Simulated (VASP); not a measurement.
# NbCl (Pmma) in VASP: notebook

Runs on NbCl. Level: PBE. Tasks: relaxation of cell and atoms, single point.

Program: VASP 6.6.1. These are calculated values, not measurements. Logs are shortened: lines on timing, memory, paths and dates and some standing lists are left out, and cuts for length are marked.

## (1) The cell of the first run

It takes space group Pmma (No. 51, orthorhombic). The conventional cell has a = 3.177 Å, b = 3.008 Å, c = 9.390 Å, α = 90.00°, β = 90.00°, γ = 90.00°. Nb (site symmetry mm2) has 4 Cl at 2.68 Å and 6 Nb at 2.72 to 3.18 Å within 3.5 Å. Cl (site symmetry mm2) has 4 Nb at 2.68 Å and 4 Cl at 3.01 to 3.18 Å within 3.5 Å.

## (2) Relaxation of cell and atoms, PBE

Contents of INCAR:

```
PREC     = Accurate       # precision mode
ENCUT    = 600            # plane-wave cutoff, eV
EDIFF    = 1E-6           # SCF threshold, eV
ISMEAR   = 0              # smearing method
SIGMA    = 0.1            # smearing width, eV
LREAL    = False          # projectors in reciprocal space
LASPH    = True           # aspherical terms in the spheres
NELM     = 100            # most SCF steps
ALGO     = Normal         # electronic algorithm
ISIF     = 3              # what is computed and relaxed
LWAVE    = False          # write WAVECAR
LCHARG   = False          # write CHGCAR
GGA      = PE             # functional
IBRION   = 2              # ionic algorithm
NSW      = 90             # ionic steps
EDIFFG   = -0.04          # ionic threshold
```

Contents of KPOINTS:

```
Automatic mesh
0
Gamma
  6 6 2
```

Contents of POSCAR:

```
NbCl
1.0
    3.1774616080      0.0000000000      0.0000000000
    0.0000000000      3.0075339388      0.0000000000
    0.0000000000      0.0000000000      9.3903884777
Nb Cl
2 2
Direct
    0.7500000000      0.0000000000      0.6177838554
    0.2500000000      0.0000000000      0.3822161446
    0.7500000000      0.5000000000      0.2178872508
    0.2500000000      0.5000000000      0.7821127492
```

Potentials or basis: VASP PAW PBE potentials, release 64 (Nb_sv, Cl).

On the command line:

```console
cat potpaw_PBE.64/Nb_sv/POTCAR potpaw_PBE.64/Cl/POTCAR > POTCAR
mpirun -np 1 vasp_std > vasp.out
```

OUTCAR:

```text
PREC = Accurate
   ENCUT = 600
   EDIFF = 1E-6
   ISMEAR = 0
   LREAL = False
   LASPH = True
   NELM = 100
   ISIF = 3
   GGA = PE
   IBRION = 2
   NSW = 90
   EDIFFG = -0.04

 ion  position               nearest neighbor table
   1  0.750  0.000  0.618-   4 2.68   4 2.68   4 2.68   4 2.68   2 2.72   2 2.72
   2  0.250  0.000  0.382-   3 2.68   3 2.68   3 2.68   3 2.68   1 2.72   1 2.72
   3  0.750  0.500  0.218-   2 2.68   2 2.68   2 2.68   2 2.68
   4  0.250  0.500  0.782-   1 2.68   1 2.68   1 2.68   1 2.68

  LATTYP: Found a simple orthorhombic cell.
 ALAT       =     3.0075339388
 B/A-ratio  =     1.0565006655
 C/A-ratio  =     3.1222884492

  Lattice vectors:

 A1 = (   0.0000000000,  -3.0075339388,   0.0000000000)
 A2 = (   3.1774616080,   0.0000000000,   0.0000000000)
 A3 = (   0.0000000000,   0.0000000000,   9.3903884777)

Analysis of symmetry for initial positions (statically):
=====================================================================
 Subroutine PRICEL returns:
 Original cell was already a primitive cell.

 Routine SETGRP: Setting up the symmetry group for a
 simple orthorhombic supercell.

 Subroutine GETGRP returns: Found  8 space group operations
 (whereof  4 operations were pure point group operations)
 out of a pool of  8 trial point group operations.

The static configuration has the point symmetry C_2h.
 The point group associated with its full space group is D_2h.

Analysis of symmetry for dynamics (positions and initial velocities):
=====================================================================
 Subroutine PRICEL returns:
 Original cell was already a primitive cell.

 Routine SETGRP: Setting up the symmetry group for a
 simple orthorhombic supercell.

 Subroutine GETGRP returns: Found  8 space group operations
 (whereof  4 operations were pure point group operations)
 out of a pool of  8 trial point group operations.

The dynamic configuration has the point symmetry C_2h.
 The point group associated with its full space group is D_2h.

 Subroutine INISYM returns: Found  8 space group operations
 (whereof  4 operations are pure point group operations),
 and found     1 'primitive' translations

----------------------------------------------------------------------------------------

                                     Primitive cell

  volume of cell :      89.7376

  direct lattice vectors                    reciprocal lattice vectors
     3.177461608  0.000000000  0.000000000     0.314716627  0.000000000  0.000000000
     0.000000000  3.007533939  0.000000000     0.000000000  0.332498326  0.000000000
     0.000000000  0.000000000  9.390388478     0.000000000  0.000000000  0.106491867

  length of vectors
     3.177461608  3.007533939  9.390388478     0.314716627  0.332498326  0.106491867

  position of ions in fractional coordinates (direct lattice)
     0.750000000  0.000000000  0.617783855
     0.250000000  0.000000000  0.382216145
     0.750000000  0.500000000  0.217887251
     0.250000000  0.500000000  0.782112749

  ion indices of the primitive-cell ions
   primitive index   ion index
                 1           1
                 2           2
                 3           3
                 4           4

----------------------------------------------------------------------------------------

 KPOINTS: Automatic mesh

Automatic generation of k-mesh.
 Grid dimensions read from file:
 generate k-points for:    6    6    2

 Generating k-lattice:

  Cartesian coordinates                     Fractional coordinates (reciprocal lattice)
     0.052452771  0.000000000  0.000000000     0.166666667  0.000000000  0.000000000
     0.000000000  0.055416388  0.000000000     0.000000000  0.166666667  0.000000000
     0.000000000  0.000000000  0.053245933     0.000000000  0.000000000  0.500000000

  Length of vectors
     0.052452771  0.055416388  0.053245933

  Shift w.r.t. Gamma in fractional coordinates (k-lattice)
     0.000000000  0.000000000  0.000000000

 Subroutine IBZKPT returns following result:
 ===========================================

 Found     32 irreducible k-points:

 Following reciprocal coordinates:
            Coordinates               Weight
  0.000000  0.000000  0.000000      1.000000
  0.166667  0.000000  0.000000      2.000000
  0.333333  0.000000  0.000000      2.000000
  0.500000  0.000000  0.000000      1.000000
  0.000000  0.166667  0.000000      2.000000
  0.166667  0.166667  0.000000      4.000000
[... 16 lines left out ...]
  0.333333  0.166667  0.500000      4.000000
  0.500000  0.166667  0.500000      2.000000
 [... further k-points ...]
   k-points           NKPTS =     32   k-points in BZ     NKDIM =     32   number of bands    NBANDS=     24
   number of dos      NEDOS =    301   number of ions     NIONS =      4
   total plane-waves  NPLWV =  53760
   dimension x,y,z NGX =    28 NGY =   24 NGZ =   80
   dimension x,y,z NGXF=    56 NGYF=   48 NGZF=  160
   ions per type =               2   2
   NGX,Y,Z   is equivalent  to a cutoff of  14.65, 13.27, 14.16 a.u.
   NGXF,Y,Z  is equivalent  to a cutoff of  29.30, 26.53, 28.33 a.u.
 SYSTEM =  unknown system
   PREC   = accura    normal or accurate (medium, high low for compatibility)
   ISTART =      0    job   : 0-new  1-cont  2-samecut
   ICHARG =      2    charge: 1-file 2-atom 10-const
   ISPIN  =      1    spin polarized calculation?
   LNONCOLLINEAR =      F non collinear calculations
   LSORBIT =      F    spin-orbit coupling
   LASPH  =      T    aspherical Exc in radial PAW
   ENCUT  =  600.0 eV  44.10 Ry    6.64 a.u.   6.35  6.01 18.75*2*pi/ulx,y,z
   NELM   =    100;   NELMIN=  2; NELMDL= -5     # of ELM steps
   EDIFF  = 0.1E-05   stopping-criterion for ELM
   LREAL  =      F    real-space projection
   EDIFFG = -.4E-01   stopping-criterion for IOM
   NSW    =     90    number of steps for IOM
   IBRION =      2    ionic relax: 0-MD 1-quasi-New 2-CG
   NFREE  =      1    steps in history (QN), initial steepest desc. (CG)
   ISIF   =      3    stress and relaxation
   ISYM   =      2    0-nonsym 1-usesym 2-fastsym
   POTIM  = 0.5000    time-step for ionic-motion
   TEBEG  =    0.0;   TEEND  =   0.0 temperature during run
   PSTRESS=    0.0 pullay stress
   NELECT =      40.0000    total number of electrons
   NUPDOWN=      -1.0000    fix difference up-down
   EMIN   =  10.00;   EMAX   =-10.00  energy-range for DOS
   EFERMI =   0.00;   METHOD = LEGACY
   ISMEAR =     0;   SIGMA  =   0.10  broadening in eV -4-tet -1-fermi 0-gaus
   EFERMI_NEDOS =   21; number of points for ismear=-14 and -15
   IALGO  =     38    algorithm
   IMIX   =      4    mixing-type and parameters
     AMIX     =   0.40;   BMIX     =  1.00
     AMIX_MAG =   1.60;   BMIX_MAG =  1.00
  volume/ion in A,a.u.               =      22.43       151.39
  Fermi-wavevector in a.u.,A,eV,Ry     =   1.250557  2.363209 21.278040  1.563892
  Thomas-Fermi vector in A             =   2.384545
   LORBIT       =      0    0 simple, 1 ext, 2 COOP (PROOUT), +10 PAW based schemes
   GGA     = PE    functional components
   LHFCALC =     F    Hartree Fock is set to
   AEXX    =    0.0000 exact exchange contribution
   IVDW    =     0    specifies the selected vdW correction
   LEPSILON=     F    determine dielectric tensor
   LRPA    =     F    only Hartree local field effects (RPA)
 conjugate gradient relaxation of ions
 non-spin polarized calculation
 Gauss-broadening in eV      SIGMA  =   0.10
  energy-cutoff  :      600.00
  volume of cell :       89.74
 maximum number of plane-waves:      3036
 NGX is ok and might be reduce to    28
   NGX = 13   NGY = 13   NGZ = 37

--------------------------------------- Ionic step        1  -------------------------------------------

 number of electron      40.0000001 magnetization

 Free energy of the ion-electron system (eV)
  ---------------------------------------------------
  ext. energy  EPLUGINS =         0.00000000
  ---------------------------------------------------
  free energy    TOTEN  =       -25.72537201 eV

  energy without entropy =      -25.71631400  energy(sigma->0) =      -25.72084301

------------------------ aborting loop because EDIFF is reached ----------------------------------------

  FORCE on cell =-STRESS in cart. coord.  units (eV):
  Direction    XX          YY          ZZ          XY          YZ          ZX
  --------------------------------------------------------------------------------------
  -------------------------------------------------------------------------------------
  Total       -0.3182530      0.3395399      0.0590116      0.0000000      0.0000000      0.0000000
  in kB       -5.6820982      6.0621542      1.0535953      0.0000000      0.0000000      0.0000000
  external PRESSURE =       0.4778838 kB  Pullay stress =       0.0000000 kB
[... 99 lines left out ...]
  energy  without entropy=      -25.7195714283  energy(sigma->0) =      -25.72419047

--------------------------------------- Ionic step        4  -------------------------------------------

 number of electron      40.0000000 magnetization

 Free energy of the ion-electron system (eV)
  ---------------------------------------------------
  ext. energy  EPLUGINS =         0.00000000
  ---------------------------------------------------
  free energy    TOTEN  =       -25.72940474 eV

  energy without entropy =      -25.72040130  energy(sigma->0) =      -25.72490302

 E-fermi :   6.6955     XC(G=0):  -9.7424

 val. band max:        6.6856745698   @ k =   0.3333   0.3333   0.0000
 cond. band min:       6.9156645474   @ k =   0.0000   0.0000   0.0000
 fundamental gap:      0.2299899776
 Fermi energy:         6.6954864632

 k-point     1 :       0.0000    0.0000    0.0000
  band No.  band energies     occupation
      1     -48.6406      2.00000
      2     -48.4611      2.00000
      3     -25.0658      2.00000
      4     -24.6551      2.00000
      5     -24.3680      2.00000
      6     -24.3024      2.00000
[... 637 lines left out ...]
     23       8.8022      0.00000
     24       8.8022      0.00000

 [... further k-points ...]

------------------------ aborting loop because EDIFF is reached ----------------------------------------

  FORCE on cell =-STRESS in cart. coord.  units (eV):
  Direction    XX          YY          ZZ          XY          YZ          ZX
  --------------------------------------------------------------------------------------
  -------------------------------------------------------------------------------------
  Total       -0.0522188     -0.1115899      0.0251257      0.0000000      0.0000000      0.0000000
  in kB       -0.9300831     -1.9875585      0.4475203      0.0000000      0.0000000      0.0000000
  external PRESSURE =      -0.8233738 kB  Pullay stress =       0.0000000 kB
[... 19 lines left out ...]
  FREE ENERGIE OF THE ION-ELECTRON SYSTEM (eV)
  ---------------------------------------------------
  free  energy   TOTEN  =       -25.7294047404 eV

  energy  without entropy=      -25.7204013008  energy(sigma->0) =      -25.72490302

 reached required accuracy - stopping structural energy minimisation
```

Run time: 2.5 min. Hardware: 1 thread of Intel Xeon Platinum 8488C (Sapphire Rapids), shared host; peak memory 0.27 GiB.

What came out:

| Quantity | Value |
| --- | --- |
| Free energy | -25.7294 eV |
| Relaxed volume | 22.49 Å³/atom |
| Relaxed cell | a = 3.164 Å, b = 3.017 Å, c = 9.424 Å, α = 90.00°, β = 90.00°, γ = 90.00° |
| Space group after relaxing (to 0.1 Å) | Pmma (No. 51) |
| Energy gained by relaxing | 1.0 meV/atom |
| Ionic steps | 4 |
| Pressure after relaxing | -0.1 GPa |
| Largest force after relaxing | 0.007 eV/Å |
| Band gap on the k mesh | zero (bands 20 and 21 overlap by 0.02 eV) |

Forces in eV/Å, atoms in the order of the input:
```
Nb   0.000  0.000 -0.007
Nb   0.000  0.000  0.007
Cl   0.000  0.000 -0.007
Cl   0.000  0.000  0.007
```

The path:
| step | energy change (eV) | largest force (eV/Å) | pressure (GPa) | volume (Å³) |
| --- | --- | --- | --- | --- |
| 1 | 0.0000 | 0.2164 | 0.05 | 89.74 |
| 2 | -0.0033 | 0.0713 | 0.09 | 89.82 |
| 3 | -0.0034 | 0.0415 | 0.08 | 89.81 |
| 4 | -0.0040 | 0.0071 | -0.08 | 89.95 |

Final structure:
```
Nb Cl
1.0
     3.16399    0.00000    0.00000
     0.00000    3.01683    0.00000
     0.00000    0.00000    9.42389
Nb Cl
2 2
Direct
  0.75000 0.00000 0.61683
  0.25000 0.00000 0.38317
  0.75000 0.50000 0.21717
  0.25000 0.50000 0.78283
```

Caveat: this functional lacks dispersion, which binds layers or chains, so the pressure and a relaxed spacing across them are unreliable.

## (3) Single point, PBE

This run uses another cell than the first one, of 22.53 Å³/atom.

Contents of INCAR:

```
SYSTEM = NbCl
ALGO = Normal ; EDIFF = 1E-6
ENCUT = 520 ; GGA = PE
ISIF = 2 ; ISMEAR = 0
LASPH = .TRUE. ; LCHARG = .FALSE.
LREAL = .FALSE. ; LWAVE = .FALSE.
NBANDS = 28 ; NELM = 80
PREC = Accurate ; SIGMA = 0.1
```

Contents of KPOINTS:

```
k-points
0
G
  14 16 6
  0 0 0
```

Contents of POSCAR:

```
NbCl
1.0
    3.1710108544      0.0000000000      0.0000000000
    0.0000000000      3.0235356970      0.0000000000
    0.0000000000      0.0000000000      9.3983740314
Nb Cl
2 2
Direct
    0.7500000000      0.0000000000      0.6161401920
    0.2500000000      0.0000000000      0.3838598080
    0.7500000000      0.5000000000      0.2176513704
    0.2500000000      0.5000000000      0.7823486296
```

Potentials or basis: VASP PAW PBE potentials, release 64 (Nb_sv, Cl).

On the command line:

```console
cat potpaw_PBE.64/Nb_sv/POTCAR potpaw_PBE.64/Cl/POTCAR > POTCAR
mpirun -np 1 vasp_std > vasp.out
```

It took 6.5 min on 1 thread of Intel Xeon Platinum 8488C (Sapphire Rapids), shared host; peak memory 0.64 GiB.

Results (log left out):

* Free energy: -25.7174 eV
* Pressure: -0.2 GPa
* Largest force: 0.007 eV/Å
* Band gap on the k mesh: zero (bands 20 and 21 overlap by 0.08 eV)

Forces in eV/Å, atoms in the order of the input:
```
Nb   0.000  0.000 -0.007
Nb   0.000  0.000  0.007
Cl   0.000  0.000  0.003
Cl   0.000  0.000 -0.003
```

Stress tensor (GPa, compression positive):
```
-0.24  0.00  0.00
 0.00 -0.19  0.00
 0.00  0.00 -0.12
```

Levels at points of the mesh, in eV from the Fermi level:
```csv
k point,band 17,band 18,band 19,band 20,band 21,band 22,band 23,band 24
"(0.00, 0.00, 0.00)",-2.74,-2.73,-1.99,-0.90,0.12,0.48,1.32,2.03
"(0.50, 0.00, 0.00)",-1.87,-1.87,-1.80,-1.80,0.84,0.84,2.52,2.52
"(0.00, 0.50, 0.00)",-2.74,-2.54,-1.38,-0.49,0.64,1.07,1.69,1.78
"(0.50, 0.50, 0.00)",-1.13,-1.13,-0.92,-0.92,2.18,2.18,2.19,2.19
"(0.00, 0.00, 0.50)",-2.78,-2.71,-1.75,-1.07,0.12,0.51,1.32,2.03
"(0.50, 0.00, 0.50)",-1.87,-1.87,-1.81,-1.81,0.84,0.84,2.52,2.52
"(0.00, 0.50, 0.50)",-2.74,-2.56,-1.32,-0.49,0.64,1.08,1.65,1.77
"(0.50, 0.50, 0.50)",-1.12,-1.12,-0.87,-0.87,2.08,2.08,2.08,2.08
```

Caveat: this functional lacks dispersion, which binds layers or chains, so the pressure and a relaxed spacing across them are unreliable.

The gap in the log of VASP goes by the Fermi energy; the results here count the filled bands.